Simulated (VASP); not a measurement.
# Zr (P6_3/mmc) in VASP: further runs

Zr is run at these levels: LDA; tasks: single point.

Program: VASP 6.6.1. These are calculated values, not measurements. Logs are shortened: lines on timing, memory, paths and dates and some standing lists are left out, and cuts for length are marked.

## Step 1: The cell of the first run

It takes space group P6_3/mmc (No. 194, hexagonal). Conventional cell: a = 2.716 Å, b = 2.716 Å, c = 4.869 Å, α = 90.00°, β = 90.00°, γ = 120.00°. Within 3.6 Å of Zr (site symmetry -6m2) lie 12 Zr at 2.72 to 2.90 Å.

## Step 2: Single point, LDA

Contents of INCAR:

```
SYSTEM = Zr
ALGO = Normal ; EDIFF = 1E-6
ENCUT = 520 ; ISIF = 2
ISMEAR = -1 ; LASPH = .True.
LCHARG = .False. ; LREAL = .False.
LWAVE = .False. ; NBANDS = 19
NELM = 60 ; PREC = Accurate
SIGMA = 0.08
```

Contents of KPOINTS:

```
k-points
0
Gamma
  16 16 9
  0 0 0
```

Contents of POSCAR:

```
Zr
1.0
    2.7160840468      0.0000000000      0.0000000000
   -1.3580420234      2.3521977833      0.0000000000
    0.0000000000      0.0000000000      4.8688363763
Zr
2
Direct
    0.3333333333      0.6666666667      0.2500000000
    0.6666666667      0.3333333333      0.7500000000
```

Potentials or basis: VASP PAW LDA potentials, release 64 (Zr_sv).

Run with:

```sh
$ cat potpaw_LDA.64/Zr_sv/POTCAR > POTCAR
$ mpirun -np 1 vasp_std > vasp.out
```

OUTCAR:

```text
SYSTEM = Zr
   EDIFF = 1E-6
   ENCUT = 520
   ISIF = 2
   ISMEAR = -1
   LASPH = .True.
   LREAL = .False.
   NELM = 60
   PREC = Accurate

 ion  position               nearest neighbor table
   1  0.333  0.667  0.250-   2 2.90   2 2.90   2 2.90   2 2.90   2 2.90   2 2.90
   2  0.667  0.333  0.750-   1 2.90   1 2.90   1 2.90   1 2.90   1 2.90   1 2.90

  LATTYP: Found a hexagonal cell.
 ALAT       =     2.7160840468
 C/A-ratio  =     1.7925941511

  Lattice vectors:

 A1 = (   2.7160840468,   0.0000000000,   0.0000000000)
 A2 = (  -1.3580420234,   2.3521977833,   0.0000000000)
 A3 = (   0.0000000000,   0.0000000000,   4.8688363763)

Analysis of symmetry for initial positions (statically):
=====================================================================
 Subroutine PRICEL returns:
 Original cell was already a primitive cell.

 Routine SETGRP: Setting up the symmetry group for a
 hexagonal supercell.

 Subroutine GETGRP returns: Found 24 space group operations
 (whereof 12 operations were pure point group operations)
 out of a pool of 24 trial point group operations.

The static configuration has the point symmetry D_3d.
 The point group associated with its full space group is D_6h.

Analysis of symmetry for dynamics (positions and initial velocities):
=====================================================================
 Subroutine PRICEL returns:
 Original cell was already a primitive cell.

 Routine SETGRP: Setting up the symmetry group for a
 hexagonal supercell.

 Subroutine GETGRP returns: Found 24 space group operations
 (whereof 12 operations were pure point group operations)
 out of a pool of 24 trial point group operations.

The dynamic configuration has the point symmetry D_3d.
 The point group associated with its full space group is D_6h.

 Subroutine INISYM returns: Found 24 space group operations
 (whereof 12 operations are pure point group operations),
 and found     1 'primitive' translations

----------------------------------------------------------------------------------------

                                     Primitive cell

  volume of cell :      31.1059

  direct lattice vectors                    reciprocal lattice vectors
     2.716084047  0.000000000  0.000000000     0.368177119  0.212567159  0.000000000
    -1.358042023  2.352197783  0.000000000     0.000000000  0.425134318  0.000000000
     0.000000000  0.000000000  4.868836376     0.000000000  0.000000000  0.205387884

  length of vectors
     2.716084047  2.716084047  4.868836376     0.425134318  0.425134318  0.205387884

  position of ions in fractional coordinates (direct lattice)
     0.333333333  0.666666667  0.250000000
     0.666666667  0.333333333  0.750000000

  ion indices of the primitive-cell ions
   primitive index   ion index
                 1           1
                 2           2

----------------------------------------------------------------------------------------

 KPOINTS: k-points

Automatic generation of k-mesh.
 Grid dimensions read from file:
 generate k-points for:   16   16    9

 Generating k-lattice:

  Cartesian coordinates                     Fractional coordinates (reciprocal lattice)
     0.023011070  0.013285447  0.000000000     0.062500000  0.000000000  0.000000000
     0.000000000  0.026570895  0.000000000     0.000000000  0.062500000  0.000000000
     0.000000000  0.000000000  0.022820876     0.000000000  0.000000000  0.111111111

  Length of vectors
     0.026570895  0.026570895  0.022820876

  Shift w.r.t. Gamma in fractional coordinates (k-lattice)
     0.000000000  0.000000000  0.000000000

 Subroutine IBZKPT returns following result:
 ===========================================

 Found    150 irreducible k-points:

 Following reciprocal coordinates:
            Coordinates               Weight
  0.000000  0.000000  0.000000      1.000000
  0.062500  0.000000  0.000000      6.000000
  0.125000  0.000000  0.000000      6.000000
  0.187500  0.000000  0.000000      6.000000
  0.250000  0.000000  0.000000      6.000000
  0.312500  0.000000  0.000000      6.000000
[... 16 lines left out ...]
  0.187500  0.187500  0.000000      6.000000
  0.250000  0.187500  0.000000     12.000000
 [... further k-points ...]
   k-points           NKPTS =    150   k-points in BZ     NKDIM =    150   number of bands    NBANDS=     19
   number of dos      NEDOS =    301   number of ions     NIONS =      2
   total plane-waves  NPLWV =  14400
   dimension x,y,z NGX =    20 NGY =   20 NGZ =   36
   dimension x,y,z NGXF=    40 NGYF=   40 NGZF=   72
   ions per type =               2
   NGX,Y,Z   is equivalent  to a cutoff of  12.24, 12.24, 12.29 a.u.
   NGXF,Y,Z  is equivalent  to a cutoff of  24.48, 24.48, 24.58 a.u.
 SYSTEM =  Zr
   PREC   = accura    normal or accurate (medium, high low for compatibility)
   ISTART =      0    job   : 0-new  1-cont  2-samecut
   ICHARG =      2    charge: 1-file 2-atom 10-const
   ISPIN  =      1    spin polarized calculation?
   LNONCOLLINEAR =      F non collinear calculations
   LSORBIT =      F    spin-orbit coupling
   LASPH  =      T    aspherical Exc in radial PAW
   ENCUT  =  520.0 eV  38.22 Ry    6.18 a.u.   5.05  5.05  9.05*2*pi/ulx,y,z
   NELM   =     60;   NELMIN=  2; NELMDL= -5     # of ELM steps
   EDIFF  = 0.1E-05   stopping-criterion for ELM
   LREAL  =      F    real-space projection
   EDIFFG = 0.1E-04   stopping-criterion for IOM
   NSW    =      0    number of steps for IOM
   IBRION =     -1    ionic relax: 0-MD 1-quasi-New 2-CG
   NFREE  =      0    steps in history (QN), initial steepest desc. (CG)
   ISIF   =      2    stress and relaxation
   ISYM   =      2    0-nonsym 1-usesym 2-fastsym
   POTIM  = 0.5000    time-step for ionic-motion
   TEBEG  =    0.0;   TEEND  =   0.0 temperature during run
   PSTRESS=    0.0 pullay stress
   NELECT =      24.0000    total number of electrons
   NUPDOWN=      -1.0000    fix difference up-down
   EMIN   =  10.00;   EMAX   =-10.00  energy-range for DOS
   EFERMI =   0.00;   METHOD = LEGACY
   ISMEAR =    -1;   SIGMA  =   0.08  broadening in eV -4-tet -1-fermi 0-gaus
   EFERMI_NEDOS =   21; number of points for ismear=-14 and -15
   IALGO  =     38    algorithm
   IMIX   =      4    mixing-type and parameters
     AMIX     =   0.40;   BMIX     =  1.00
     AMIX_MAG =   1.60;   BMIX_MAG =  1.00
  volume/ion in A,a.u.               =      15.55       104.96
  Fermi-wavevector in a.u.,A,eV,Ry     =   1.501520  2.837462 30.675190  2.254563
  Thomas-Fermi vector in A             =   2.612880
   LORBIT       =      0    0 simple, 1 ext, 2 COOP (PROOUT), +10 PAW based schemes
   GGA     = CA    functional components
   LHFCALC =     F    Hartree Fock is set to
   AEXX    =    0.0000 exact exchange contribution
   IVDW    =     0    specifies the selected vdW correction
   LEPSILON=     F    determine dielectric tensor
   LRPA    =     F    only Hartree local field effects (RPA)
 non-spin polarized calculation
  energy-cutoff  :      520.00
  volume of cell :       31.11
 maximum number of plane-waves:       850
   NGX = 11   NGY = 11   NGZ = 19

 number of electron      24.0000000 magnetization

 Free energy of the ion-electron system (eV)
  ---------------------------------------------------
  ext. energy  EPLUGINS =         0.00000000
  ---------------------------------------------------
  free energy    TOTEN  =       -16.83470270 eV

  energy without entropy =      -16.80940771  energy(sigma->0) =      -16.82205520

 E-fermi :  13.9344     XC(G=0): -13.2544

 val. band max:       13.9104275553   @ k =   0.3125   0.1875   0.3333
 cond. band min:      13.9526902944   @ k =   0.1875   0.0625   0.3333
 fundamental gap:      0.0422627390
 Fermi energy:        13.9343883302

 k-point     1 :       0.0000    0.0000    0.0000
  band No.  band energies     occupation
      1     -34.2814      2.00000
      2     -33.7980      2.00000
      3     -13.6625      2.00000
      4     -11.0015      2.00000
      5     -10.7696      2.00000
      6     -10.7696      2.00000
[... 11 lines left out ...]
     18      18.2213      0.00000
     19      20.9600      0.00000

 k-point     2 :       0.0625    0.0000    0.0000
  band No.  band energies     occupation
      1     -34.2558      2.00000
      2     -33.7795      2.00000
      3     -13.6237      2.00000
      4     -11.0043      2.00000
      5     -10.9034      2.00000
      6     -10.8052      2.00000
[... 11 lines left out ...]
     18      18.0256      0.00000
     19      21.0793      0.00000

 k-point     3 :       0.1250    0.0000    0.0000
  band No.  band energies     occupation
      1     -34.1819      2.00000
      2     -33.7269      2.00000
      3     -13.5100      2.00000
      4     -11.2764      2.00000
      5     -11.0315      2.00000
      6     -11.0147      2.00000
[... 11 lines left out ...]
     18      17.5591      0.00000
     19      21.3226      0.00000

 k-point     4 :       0.1875    0.0000    0.0000
  band No.  band energies     occupation
      1     -34.0679      2.00000
      2     -33.6482      2.00000
      3     -13.3298      2.00000
      4     -11.8135      2.00000
      5     -11.5483      2.00000
      6     -11.0421      2.00000
[... 11 lines left out ...]
     18      17.4593      0.00000
     19      21.5333      0.00000

 k-point     5 :       0.2500    0.0000    0.0000
  band No.  band energies     occupation
      1     -33.9273      2.00000
      2     -33.5563      2.00000
      3     -13.0973      2.00000
      4     -12.4181      2.00000
      5     -12.1220      2.00000
      6     -11.1979      2.00000
[... 11 lines left out ...]
     18      18.6156      0.00000
     19      21.6522      0.00000
[... 334 lines left out ...]
      2     -33.3423      2.00000
      3     -13.6530      2.00000
      4     -13.2938      2.00000
      5     -12.2693      2.00000
      6     -11.8505      2.00000
[... 11 lines left out ...]
     18      21.5562      0.00000
     19      24.4206      0.00000

 k-point    22 :       0.4375    0.1250    0.0000
  band No.  band energies     occupation
      1     -33.4679      2.00000
      2     -33.3334      2.00000
      3     -13.7474      2.00000
      4     -13.3708      2.00000
      5     -12.1730      2.00000
      6     -11.8929      2.00000
[... 11 lines left out ...]
     18      21.6265      0.00000
     19      24.9226      0.00000

 k-point    23 :       0.1875    0.1875    0.0000
  band No.  band energies     occupation
      1     -33.7434      2.00000
      2     -33.4467      2.00000
      3     -12.7754      2.00000
      4     -12.7713      2.00000
      5     -12.7397      2.00000
      6     -11.5590      2.00000
[... 11 lines left out ...]
     18      20.6946      0.00000
     19      21.4714      0.00000

 k-point    24 :       0.2500    0.1875    0.0000
  band No.  band energies     occupation
      1     -33.6159      2.00000
      2     -33.3823      2.00000
      3     -13.1446      2.00000
      4     -12.9804      2.00000
      5     -12.5210      2.00000
      6     -11.8303      2.00000
[... 11 lines left out ...]
     18      20.8481      0.00000
     19      23.1140      0.00000

 [... further k-points ...]
[... 5 lines left out ...]
  --------------------------------------------------------------------------------------
  -------------------------------------------------------------------------------------
  Total       11.1377901     11.1377901     11.1250561      0.0000000      0.0000000      0.0000000
  in kB      573.6769393    573.6769392    573.0210415      0.0000000      0.0000000      0.0000000
  external PRESSURE =     573.4583067 kB  Pullay stress =       0.0000000 kB

 VOLUME and BASIS-vectors are now :
 -----------------------------------------------------------------------------
  energy-cutoff  :      520.00
  volume of cell :       31.11
      direct lattice vectors                 reciprocal lattice vectors
     2.716084047  0.000000000  0.000000000     0.368177119  0.212567159  0.000000000
    -1.358042023  2.352197783  0.000000000     0.000000000  0.425134318  0.000000000
     0.000000000  0.000000000  4.868836376     0.000000000  0.000000000  0.205387884

 POSITION                                       TOTAL-FORCE (eV/Angst)
 -----------------------------------------------------------------------------------
     -0.00000      1.56813      1.21721         0.000000     -0.000000      0.000000
      1.35804      0.78407      3.65163        -0.000000      0.000000      0.000000
 -----------------------------------------------------------------------------------
    total drift:                                0.000000     -0.000000      0.000000

  FREE ENERGIE OF THE ION-ELECTRON SYSTEM (eV)
  ---------------------------------------------------
  free  energy   TOTEN  =       -16.8347027032 eV

  energy  without entropy=      -16.8094077053  energy(sigma->0) =      -16.82205520
```

Run time: 25 s. Hardware: 1 thread of Intel Xeon 6975P-C (Granite Rapids), shared host; peak memory 0.18 GiB.

What came out:

* Free energy: -16.8347 eV
* Pressure: 57.3 GPa
* Band gap on the k mesh: zero (bands 12 and 13 overlap by 1.55 eV)

Levels at points of the mesh, in eV from the Fermi level:
```
           k point  band 10  band 11  band 12  band 13  band 14  band 15
(0.00, 0.00, 0.00)    -3.72    -0.34     1.16     1.16     1.92     1.92
(0.50, 0.00, 0.00)    -3.80    -3.20     0.37     1.45     1.73     1.91
```

Caveat: the cell stands under pressure.

## Step 3: Single point, LDA

Contents of INCAR:

```
PREC = Accurate
ENCUT = 520
EDIFF = 1E-6
ISMEAR = -1
SIGMA = 0.08
LREAL = F
LASPH = T
NELM = 80
ALGO = Normal
ISIF = 2
LWAVE = F
LCHARG = T
LELF = T
LVHAR = T
NBANDS = 19
```

Contents of KPOINTS:

```
Automatic mesh
0
Gamma
  16 16 9
```

Contents of POSCAR:

```
Zr
1.0
    2.7160931020      0.0000000000      0.0000000000
   -1.3580465510      2.3522056254      0.0000000000
    0.0000000000      0.0000000000      4.8696646740
Zr
2
Direct
    0.3333333333      0.6666666667      0.2500000000
    0.6666666667      0.3333333333      0.7500000000
```

Potentials or basis: VASP PAW LDA potentials, release 64 (Zr_sv).

Run with:

```sh
$ cat potpaw_LDA.64/Zr_sv/POTCAR > POTCAR
$ mpirun -np 1 vasp_std > vasp.out
```

It took 27 s on 1 thread of Intel Xeon 6975P-C (Granite Rapids), shared host; peak memory 0.17 GiB.

Results (log left out):

```yaml
Free_energy: -16.8367 eV
Pressure: 57.3 GPa
Band_gap_on_the_k_mesh: zero (bands 12 and 13 overlap by 1.55 eV)
```

Stress tensor (GPa, compression positive):
```
57.33  0.00  0.00
 0.00 57.33  0.00
 0.00  0.00 57.23
```

Levels at points of the mesh, in eV from the Fermi level:
| k point | band 8 | band 9 | band 10 | band 11 | band 12 | band 13 | band 14 | band 15 | band 16 | band 17 |
| --- | --- | --- | --- | --- | --- | --- | --- | --- | --- | --- |
| (0.00, 0.00, 0.00) | -24.47 | -5.56 | -3.72 | -0.34 | 1.16 | 1.16 | 1.92 | 1.92 | 2.74 | 4.29 |
| (0.50, 0.00, 0.00) | -25.04 | -4.21 | -3.80 | -3.20 | 0.37 | 1.46 | 1.73 | 1.91 | 7.71 | 8.94 |

Caveat: the cell stands under pressure.
